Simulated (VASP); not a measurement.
Input of a VASP 6.6.1 run:

Contents of INCAR:

```
PREC = Accurate
ENCUT = 520
EDIFF = 1E-7
ISMEAR = 0
SIGMA = 0.15
LREAL = F
LASPH = T
NELM = 60
ALGO = Fast
ISIF = 2
LWAVE = F
LCHARG = F
GGA = PE
NBANDS = 10
```

The input KPOINTS:

```
regular mesh
0
Gamma
  14 14 14
```

Contents of POSCAR:

```
K
1.0
   -2.4871000000      2.4871000000      2.7489000000
    2.4871000000     -2.4871000000      2.7489000000
    2.4871000000      2.4871000000     -2.7489000000
K
1
Direct
    0.0000000000      0.0000000000      0.0000000000
```

Potentials or basis: VASP PAW PBE potentials, release 64 (K_sv).

Launch:

```sh
$ cat potpaw_PBE.64/K_sv/POTCAR > POTCAR
$ mpirun -np 1 vasp_std > vasp.out
```

(1) Estimate the band gap on the k mesh.

(2) What does it give for the pressure?

## Answers

(1) zero (an odd number of electrons rules out a gap without spin polarisation).

(2) 0.3 GPa.

Caveat: the cell differs from its parent crystal (strain -0.050 along x and y, +0.050 along z).
